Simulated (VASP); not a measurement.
MoS2: single point with LDA

The system is MoS2, a slab with vacuum.

```xyz
6
Lattice="3.1409 0.0000 0.0000 -1.5705 2.7201 0.0000 0.0000 0.0000 21.5682" Properties=species:S:1:pos:R:3 pbc="T T T"
Mo    1.5705    0.9067    3.1436
Mo    0.0000    1.8134   18.4246
S     0.0000    1.8134    4.7016
S     1.5705    0.9067   19.9841
S     0.0000    1.8134    1.5841
S     1.5705    0.9067   16.8665
```

```
Program             : VASP 6.6.1
Task                : single point
Functional          : LDA
Potentials or basis : VASP PAW LDA potentials, release 64 (Mo_sv, S)
Cutoff              : 520 eV
k mesh              : 11 × 11 × 2
Occupations         : methfessel-paxton, width 0.1 eV
Spin                : no spin polarisation
```

```yaml
Largest_force: 0.234 eV/Å
Band_gap_on_the_k_mesh: 1.36 eV (least direct gap 1.95 eV)
```

Forces on the atoms (eV/Å):
```
Mo   0.000  0.000 -0.002
Mo   0.000  0.000  0.002
S    0.000  0.000 -0.234
S    0.000  0.000 -0.163
S    0.000  0.000  0.163
S    0.000  0.000  0.234
```

Levels at points of the mesh, in eV from the valence-band top:
```tsv
k point	band 22	band 23	band 24	band 25	band 26	band 27	band 28	band 29	band 30	band 31
(0.00, 0.00, 0.00)	-1.82	-1.82	-1.75	-0.64	0.00	2.51	2.51	2.52	2.52	2.75
(0.00, 0.00, 0.50)	-1.82	-1.82	-1.75	-0.64	0.00	2.51	2.51	2.52	2.52	2.75
```

It took 110 s on 1 thread of Intel(R) Xeon(R) 6975P-C (Granite Rapids) (shared host), peak memory 0.33 GiB.
